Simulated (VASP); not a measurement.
# HgTe (F-43m) in VASP: relaxation of cell and atoms with PBE

Aim: the relaxation of cell and atoms of HgTe with PBE.

Program: VASP 6.6.1. These are calculated values, not measurements. Logs are shortened: lines on timing, memory, paths and dates and some standing lists are left out, and cuts for length are marked.

## 1. The cell of the first run

It takes space group F-43m (No. 216, cubic). The conventional cell has a = 6.429 Å, b = 6.429 Å, c = 6.429 Å, α = 90.00°, β = 90.00°, γ = 90.00°. Within 3.7 Å of Hg (site symmetry -43m) lie 4 Te at 2.78 Å. Within 3.7 Å of Te (site symmetry -43m) lie 4 Hg at 2.78 Å.

## 2. Relaxation of cell and atoms, PBE

The input, INCAR:

```
SYSTEM = HgTe
ALGO = Normal ; EDIFF = 1E-6
EDIFFG = -0.005 ; ENCUT = 600
GGA = PE ; IBRION = 2
ISIF = 3 ; ISMEAR = 0
LASPH = .TRUE. ; LCHARG = .FALSE.
LREAL = .FALSE. ; LWAVE = .FALSE.
NELM = 60 ; NSW = 100
PREC = Accurate ; SIGMA = 0.1
```

The input, KPOINTS:

```
k-points
0
G
  12 12 12
  0 0 0
```

The input, POSCAR:

```
HgTe
1.0
    0.0000000000      3.2145000000      3.2145000000
    3.2145000000      0.0000000000      3.2145000000
    3.2145000000      3.2145000000      0.0000000000
Hg Te
1 1
Direct
    0.0000000000      0.0000000000      0.0000000000
    0.2500000000      0.2500000000      0.2500000000
```

Potentials or basis: VASP PAW PBE potentials, release 64 (Hg, Te).

Run with:

```sh
$ cat potpaw_PBE.64/Hg/POTCAR potpaw_PBE.64/Te/POTCAR > POTCAR
$ mpirun -np 1 vasp_std > vasp.out
```

OUTCAR:

```text
SYSTEM = HgTe
   EDIFF = 1E-6
   EDIFFG = -0.005
   ENCUT = 600
   GGA = PE
   IBRION = 2
   ISIF = 3
   ISMEAR = 0
   LASPH = .TRUE.
   LREAL = .FALSE.
   NELM = 60
   NSW = 100
   PREC = Accurate

 ion  position               nearest neighbor table
   1  0.000  0.000  0.000-   2 2.78   2 2.78   2 2.78   2 2.78
   2  0.250  0.250  0.250-   1 2.78   1 2.78   1 2.78   1 2.78

  LATTYP: Found a face centered cubic cell.
 ALAT       =     6.4290000000

  Lattice vectors:

 A1 = (   0.0000000000,   3.2145000000,   3.2145000000)
 A2 = (   3.2145000000,   0.0000000000,   3.2145000000)
 A3 = (   3.2145000000,   3.2145000000,   0.0000000000)

Analysis of symmetry for initial positions (statically):
=====================================================================
 Subroutine PRICEL returns:
 Original cell was already a primitive cell.

 Routine SETGRP: Setting up the symmetry group for a
 face centered cubic supercell.

 Subroutine GETGRP returns: Found 24 space group operations
 (whereof 24 operations were pure point group operations)
 out of a pool of 48 trial point group operations.

The static configuration has the point symmetry T_d .

Analysis of symmetry for dynamics (positions and initial velocities):
=====================================================================
 Subroutine PRICEL returns:
 Original cell was already a primitive cell.

 Routine SETGRP: Setting up the symmetry group for a
 face centered cubic supercell.

 Subroutine GETGRP returns: Found 24 space group operations
 (whereof 24 operations were pure point group operations)
 out of a pool of 48 trial point group operations.

The dynamic configuration has the point symmetry T_d .

 Subroutine INISYM returns: Found 24 space group operations
 (whereof 24 operations are pure point group operations),
 and found     1 'primitive' translations

----------------------------------------------------------------------------------------

                                     Primitive cell

  volume of cell :      66.4309

  direct lattice vectors                    reciprocal lattice vectors
     0.000000000  3.214500000  3.214500000    -0.155545186  0.155545186  0.155545186
     3.214500000  0.000000000  3.214500000     0.155545186 -0.155545186  0.155545186
     3.214500000  3.214500000  0.000000000     0.155545186  0.155545186 -0.155545186

  length of vectors
     4.545989496  4.545989496  4.545989496     0.269412165  0.269412165  0.269412165

  position of ions in fractional coordinates (direct lattice)
     0.000000000  0.000000000  0.000000000
     0.250000000  0.250000000  0.250000000

  ion indices of the primitive-cell ions
   primitive index   ion index
                 1           1
                 2           2

----------------------------------------------------------------------------------------

 KPOINTS: k-points

Automatic generation of k-mesh.
 Grid dimensions read from file:
 generate k-points for:   12   12   12

 Generating k-lattice:

  Cartesian coordinates                     Fractional coordinates (reciprocal lattice)
    -0.012962099  0.012962099  0.012962099     0.083333333  0.000000000  0.000000000
     0.012962099 -0.012962099  0.012962099     0.000000000  0.083333333  0.000000000
     0.012962099  0.012962099 -0.012962099     0.000000000  0.000000000  0.083333333

  Length of vectors
     0.022451014  0.022451014  0.022451014

  Shift w.r.t. Gamma in fractional coordinates (k-lattice)
     0.000000000  0.000000000  0.000000000

 Subroutine IBZKPT returns following result:
 ===========================================

 Found     72 irreducible k-points:

 Following reciprocal coordinates:
            Coordinates               Weight
  0.000000  0.000000  0.000000      1.000000
  0.083333  0.000000  0.000000      8.000000
  0.166667  0.000000  0.000000      8.000000
  0.250000  0.000000  0.000000      8.000000
  0.333333  0.000000  0.000000      8.000000
  0.416667  0.000000  0.000000      8.000000
[... 16 lines left out ...]
  0.500000  0.166667  0.000000     24.000000
 -0.416667  0.166667  0.000000     24.000000
 [... further k-points ...]
   k-points           NKPTS =     72   k-points in BZ     NKDIM =     72   number of bands    NBANDS=     13
   number of dos      NEDOS =    301   number of ions     NIONS =      2
   total plane-waves  NPLWV =  46656
   dimension x,y,z NGX =    36 NGY =   36 NGZ =   36
   dimension x,y,z NGXF=    72 NGYF=   72 NGZF=   72
   ions per type =               1   1
   NGX,Y,Z   is equivalent  to a cutoff of  13.17, 13.17, 13.17 a.u.
   NGXF,Y,Z  is equivalent  to a cutoff of  26.33, 26.33, 26.33 a.u.
 SYSTEM =  HgTe
   PREC   = accura    normal or accurate (medium, high low for compatibility)
   ISTART =      0    job   : 0-new  1-cont  2-samecut
   ICHARG =      2    charge: 1-file 2-atom 10-const
   ISPIN  =      1    spin polarized calculation?
   LNONCOLLINEAR =      F non collinear calculations
   LSORBIT =      F    spin-orbit coupling
   LASPH  =      T    aspherical Exc in radial PAW
   ENCUT  =  600.0 eV  44.10 Ry    6.64 a.u.   9.08  9.08  9.08*2*pi/ulx,y,z
   NELM   =     60;   NELMIN=  2; NELMDL= -5     # of ELM steps
   EDIFF  = 0.1E-05   stopping-criterion for ELM
   LREAL  =      F    real-space projection
   EDIFFG = -.5E-02   stopping-criterion for IOM
   NSW    =    100    number of steps for IOM
   IBRION =      2    ionic relax: 0-MD 1-quasi-New 2-CG
   NFREE  =      1    steps in history (QN), initial steepest desc. (CG)
   ISIF   =      3    stress and relaxation
   ISYM   =      2    0-nonsym 1-usesym 2-fastsym
   POTIM  = 0.5000    time-step for ionic-motion
   TEBEG  =    0.0;   TEEND  =   0.0 temperature during run
   PSTRESS=    0.0 pullay stress
   NELECT =      18.0000    total number of electrons
   NUPDOWN=      -1.0000    fix difference up-down
   EMIN   =  10.00;   EMAX   =-10.00  energy-range for DOS
   EFERMI =   0.00;   METHOD = LEGACY
   ISMEAR =     0;   SIGMA  =   0.10  broadening in eV -4-tet -1-fermi 0-gaus
   EFERMI_NEDOS =   21; number of points for ismear=-14 and -15
   IALGO  =     38    algorithm
   IMIX   =      4    mixing-type and parameters
     AMIX     =   0.40;   BMIX     =  1.00
     AMIX_MAG =   1.60;   BMIX_MAG =  1.00
  volume/ion in A,a.u.               =      33.22       224.15
  Fermi-wavevector in a.u.,A,eV,Ry     =   1.059357  2.001894 15.268958  1.122237
  Thomas-Fermi vector in A             =   2.194699
   LORBIT       =      0    0 simple, 1 ext, 2 COOP (PROOUT), +10 PAW based schemes
   GGA     = PE    functional components
   LHFCALC =     F    Hartree Fock is set to
   AEXX    =    0.0000 exact exchange contribution
   IVDW    =     0    specifies the selected vdW correction
   LEPSILON=     F    determine dielectric tensor
   LRPA    =     F    only Hartree local field effects (RPA)
 conjugate gradient relaxation of ions
 non-spin polarized calculation
 Gauss-broadening in eV      SIGMA  =   0.10
  energy-cutoff  :      600.00
  volume of cell :       66.43
 maximum number of plane-waves:      2252
   NGX = 19   NGY = 19   NGZ = 19

--------------------------------------- Ionic step        1  -------------------------------------------

 number of electron      18.0000000 magnetization

 Free energy of the ion-electron system (eV)
  ---------------------------------------------------
  ext. energy  EPLUGINS =         0.00000000
  ---------------------------------------------------
  free energy    TOTEN  =        -3.55720137 eV

  energy without entropy =       -3.55704962  energy(sigma->0) =       -3.55712549

------------------------ aborting loop because EDIFF is reached ----------------------------------------

  FORCE on cell =-STRESS in cart. coord.  units (eV):
  Direction    XX          YY          ZZ          XY          YZ          ZX
  --------------------------------------------------------------------------------------
  -------------------------------------------------------------------------------------
  Total        1.9176463      1.9176463      1.9176463      0.0000000     -0.0000000      0.0000000
  in kB       46.2496883     46.2496883     46.2496883      0.0000000     -0.0000000      0.0000000
  external PRESSURE =      46.2496883 kB  Pullay stress =       0.0000000 kB

 VOLUME and BASIS-vectors are now :
 -----------------------------------------------------------------------------
  energy-cutoff  :      600.00
  volume of cell :       66.43
      direct lattice vectors                 reciprocal lattice vectors
     0.000000000  3.214500000  3.214500000    -0.155545186  0.155545186  0.155545186
     3.214500000  0.000000000  3.214500000     0.155545186 -0.155545186  0.155545186
     3.214500000  3.214500000  0.000000000     0.155545186  0.155545186 -0.155545186
[... 37 lines left out ...]
 POSITION                                       TOTAL-FORCE (eV/Angst)
 -----------------------------------------------------------------------------------
      0.00000      3.36319      3.36319         0.000000      0.000000      0.000000
      1.68160      1.68160      1.68160        -0.000000     -0.000000     -0.000000
 -----------------------------------------------------------------------------------
    total drift:                               -0.000000     -0.000000     -0.000000

  FREE ENERGIE OF THE ION-ELECTRON SYSTEM (eV)
  ---------------------------------------------------
  free  energy   TOTEN  =        -3.6429775027 eV

  energy  without entropy=       -3.6428090594  energy(sigma->0) =       -3.64289328

--------------------------------------- Ionic step        3  -------------------------------------------

 number of electron      17.9999998 magnetization

 Free energy of the ion-electron system (eV)
  ---------------------------------------------------
  ext. energy  EPLUGINS =         0.00000000
  ---------------------------------------------------
  free energy    TOTEN  =        -3.65104078 eV

  energy without entropy =       -3.65087626  energy(sigma->0) =       -3.65095852

 E-fermi :   2.2978     XC(G=0):  -8.3537

 val. band max:        2.2260261132   @ k =   0.0000   0.0000   0.0000
 cond. band min:       2.5782409583   @ k =   0.0833   0.0000   0.0000
 fundamental gap:      0.3522148451
 Fermi energy:         2.2977533249

 k-point     1 :       0.0000    0.0000    0.0000
  band No.  band energies     occupation
      1      -9.1823      2.00000
      2      -4.6615      2.00000
      3      -4.6615      2.00000
      4      -4.6615      2.00000
      5      -4.2303      2.00000
      6      -4.2303      2.00000
      7       1.3008      2.00000
      8       2.2260      1.68960
      9       2.2260      1.68960
     10       2.2260      1.68960
     11       6.6006      0.00000
     12       6.6006      0.00000
     13       6.6006      0.00000

 k-point     2 :       0.0833    0.0000    0.0000
  band No.  band energies     occupation
      1      -9.1532      2.00000
      2      -4.6534      2.00000
      3      -4.6534      2.00000
      4      -4.6488      2.00000
      5      -4.2310      2.00000
      6      -4.2310      2.00000
      7       0.7915      2.00000
      8       2.1590      1.95031
      9       2.1590      1.95031
     10       2.5782      0.00007
     11       6.5023      0.00000
[... 339 lines left out ...]
 k-point    24 :      -0.4167    0.1667    0.0000
  band No.  band energies     occupation
      1      -8.6655      2.00000
      2      -4.5383      2.00000
      3      -4.5227      2.00000
      4      -4.2408      2.00000
      5      -4.2208      2.00000
      6      -3.9540      2.00000
      7      -2.6294      2.00000
      8       0.3816      2.00000
      9       1.1937      2.00000
     10       3.9437      0.00000
     11       6.9126      0.00000
     12       7.8466      0.00000
     13       8.7442      0.00000

 [... further k-points ...]

------------------------ aborting loop because EDIFF is reached ----------------------------------------

  FORCE on cell =-STRESS in cart. coord.  units (eV):
  Direction    XX          YY          ZZ          XY          YZ          ZX
  --------------------------------------------------------------------------------------
  -------------------------------------------------------------------------------------
  Total        0.0093945      0.0093945      0.0093945      0.0000000      0.0000000      0.0000000
  in kB        0.2044791      0.2044791      0.2044791      0.0000000      0.0000000      0.0000000
  external PRESSURE =       0.2044791 kB  Pullay stress =       0.0000000 kB

 VOLUME and BASIS-vectors are now :
 -----------------------------------------------------------------------------
  energy-cutoff  :      600.00
  volume of cell :       73.61
      direct lattice vectors                 reciprocal lattice vectors
     0.000000000  3.326349362  3.326349362    -0.150314939  0.150314939  0.150314939
     3.326349362 -0.000000000  3.326349362     0.150314939 -0.150314939  0.150314939
     3.326349362  3.326349362  0.000000000     0.150314939  0.150314939 -0.150314939

 POSITION                                       TOTAL-FORCE (eV/Angst)
 -----------------------------------------------------------------------------------
      0.00000      0.00000      0.00000        -0.000000     -0.000000     -0.000000
      1.66317      1.66317      1.66317         0.000000      0.000000      0.000000
 -----------------------------------------------------------------------------------
    total drift:                               -0.000000     -0.000000     -0.000000

  FREE ENERGIE OF THE ION-ELECTRON SYSTEM (eV)
  ---------------------------------------------------
  free  energy   TOTEN  =        -3.6510407799 eV

  energy  without entropy=       -3.6508762622  energy(sigma->0) =       -3.65095852

 reached required accuracy - stopping structural energy minimisation
```

Run time: 3.8 min. Hardware: 1 thread of Intel Xeon 8259CL, shared host; peak memory 0.28 GiB.

Results:

| Property | Result |
| --- | --- |
| Free energy | -3.6510 eV |
| Relaxed volume | 36.80 Å³/atom |
| Relaxed cell | a = 4.704 Å, b = 4.704 Å, c = 4.704 Å, α = 60.00°, β = 60.00°, γ = 60.00° |
| Space group after relaxing (to 0.1 Å) | F-43m (No. 216) |
| Energy gained by relaxing | 46.9 meV/atom |
| Ionic steps | 3 |
| Pressure after relaxing | 0.0 GPa |
| Band gap on the k mesh | zero (filled and empty bands touch) |

The path:
| step | energy change (eV) | largest force (eV/Å) | pressure (GPa) | volume (Å³) |
| --- | --- | --- | --- | --- |
| 1 | 0.0000 | 0.0000 | 4.62 | 66.43 |
| 2 | -0.0858 | 0.0000 | -1.03 | 76.08 |
| 3 | -0.0938 | 0.0000 | 0.02 | 73.61 |

Final structure:
```xyz
2
Lattice="0.0000 3.3263 3.3263 3.3263 0.0000 3.3263 3.3263 3.3263 0.0000" Properties=species:S:1:pos:R:3 pbc="T T T"
Hg    0.0000    0.0000    0.0000
Te    1.6632    1.6632    1.6632
```

Caveat: semilocal functionals underestimate gaps, and a narrow one can read as zero; spin-orbit coupling is left out, which moves the levels of the heavy elements. PBE usually gives volumes a little too large and moduli too small.

The gap in the log of VASP goes by the Fermi energy; the results here count the filled bands.